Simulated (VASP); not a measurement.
AlAs:

```
Al As
1.0
     0.00000    2.83892    2.83892
     2.83892    0.00000    2.83892
     2.83892    2.83892    0.00000
Al As
1 1
Direct
  0.00000 0.00000 0.00000
  0.25000 0.25000 0.25000
```

Base run:

| Property | Result |
| --- | --- |
| Program | VASP 6.6.1 |
| Functional | PBE |
| Potentials or basis | VASP PAW PBE potentials, release 64 (Al, As) |
| Cutoff | 500 eV |
| k mesh | 8 × 8 × 8 |
| Occupations | gaussian, width 0.01 eV |
| Spin | no spin polarisation |

Its results: band gap on the k mesh 1.45 eV, indirect (least direct gap 1.99 eV); pressure 2.1 GPa.

Q: The run is repeated on the same cell with these changes: functional from PBE to r2SCAN; cutoff from 500 eV to 550 eV; k mesh from 8 × 8 × 8 to 6 × 6 × 6. What comes out?

A: Band gap on the k mesh 1.80 eV, indirect (least direct gap 2.63 eV); pressure 0.0 GPa.

Several settings changed at once, so the effect can't be laid on one alone.

Caveats: the PAW data sets were made with another functional, which shifts forces and pressure a little (some runs).

A k mesh can miss the band edges.
